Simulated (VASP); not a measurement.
Here is a VASP 6.6.1 calculation.

INCAR

```
AGGAC = 1.0
AGGAX = 1.0
ALDAC = 0.0
ALDAX = 1.0
ALGO = Normal
EDIFF = 1E-7
ENCUT = 520
GGA = B5
ISIF = 2
ISMEAR = -1
LASPH = True
LCHARG = True
LELF = True
LREAL = False
LVHAR = True
LWAVE = False
NBANDS = 21
NELM = 80
PREC = Accurate
SIGMA = 0.1
```

The input KPOINTS:

```
k-points
0
Gamma
  11 11 11
```

Contents of POSCAR:

```
Ru
1.0
    0.0000000000      2.7690857250      2.7690857250
    2.7690857250      0.0000000000      2.7690857250
    2.7690857250      2.7690857250      0.0000000000
Ru
2
Direct
    0.1250000000      0.1250000000      0.1250000000
    0.8750000000      0.8750000000      0.8750000000
```

Potentials or basis: VASP PAW PBE potentials, release 64 (Ru_pv).

Command:

```console
$ cat potpaw_PBE.64/Ru_pv/POTCAR > POTCAR
$ mpirun -np 1 vasp_std > vasp.out
```

Problem. Estimate the band gap on the k mesh.

Solution. Zero (band 14 reaches 7.29 eV, above the bottom of band 15 at 6.49 eV).

Problem. What does it give for the pressure?

Solution. 0.6 GPa.

Caveat: the PAW data sets were made with another functional, which shifts forces and pressure a little.
